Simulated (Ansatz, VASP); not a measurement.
KBr: VASP beside Ansatz

Contents of POSCAR:

```
KBr
1.0
    0.0000000000      3.3024386828      3.3024386828
    3.3024386828      0.0000000000      3.3024386828
    3.3024386828      3.3024386828      0.0000000000
K Br
1 1
Direct
    0.0000000000      0.0000000000      0.0000000000
    0.5000000000      0.5000000000      0.5000000000
```

File INCAR.step1:

```
SYSTEM = KBr
  ALGO = Normal
  EDIFF = 1E-5
  ENCUT = 520
  GGA = PE
  ISIF = 2
  ISMEAR = 0
  LASPH = .TRUE.
  LREAL = .FALSE.
  LWAVE = .TRUE.
  NBANDS = 15
  NELM = 100
  PREC = Accurate
  SIGMA = 0.01
```

Contents of INCAR.step2:

```
SYSTEM = KBr
  AEXX = 0.4
  ALGO = Normal
  EDIFF = 1E-7
  ENCUT = 520
  GGA = PE
  HFSCREEN = 0.1
  ISIF = 2
  ISMEAR = 0
  ISTART = 1
  LASPH = .TRUE.
  LCHARG = .TRUE.
  LELF = .TRUE.
  LHFCALC = .TRUE.
  LREAL = .FALSE.
  LVHAR = .TRUE.
  LWAVE = .FALSE.
  NBANDS = 15
  NELM = 100
  PREC = Accurate
  PRECFOCK = Normal
  SIGMA = 0.01
```

KPOINTS

```
k-points
0
G
  4 4 4
  0 0 0
```

Input for Ansatz:

```yaml
crystal:
  lattice:
    - [0.0, 3.3024386828, 3.3024386828]
    - [3.3024386828, 0.0, 3.3024386828]
    - [3.3024386828, 3.3024386828, 0.0]
  atoms:
    - { symbol: K, position: [0.0, 0.0, 0.0] }
    - { symbol: Br, position: [0.5, 0.5, 0.5] }
kpoints:
  mp_grid: { grid: [4, 4, 4] }
hamiltonian:
  xc: { exchange: pbe, correlation: pbe, exx: { coeff: 0.4, omega: 0.1 } }
scf:
  occupations: { method: fixed }
  n_extra_bands: 4
output:
  forces: true
  stress: true
  eigenvalues: true
```

Alike in both runs: task single point; functional PBE-based screened hybrid; k mesh 4 × 4 × 4; no spin polarisation.

|  | VASP | Ansatz |
| --- | --- | --- |
| version | VASP 6.6.1 | Ansatz 0.2.0 |
| potentials or method | VASP PAW PBE potentials, release 64 (K_sv, Br) | plane waves |
| plane-wave cutoff (eV) | 520 | 420 |
| occupations | gaussian, width 0.01 eV | fixed |
| valence electrons in the cell | 16 | 16 |

|  | VASP | Ansatz | Ansatz less VASP |
| --- | --- | --- | --- |
| gap on the k mesh at the Fermi level (eV) | 6.87 | 6.87 | -0.003 |
| pressure (GPa) | 0.2 | 0.2 | +0.03 |

VASP's potentials were made for PBE, not for PBE-based screened hybrid. Ansatz's warnings: stress exchange threshold loose, stress scf threshold loose.
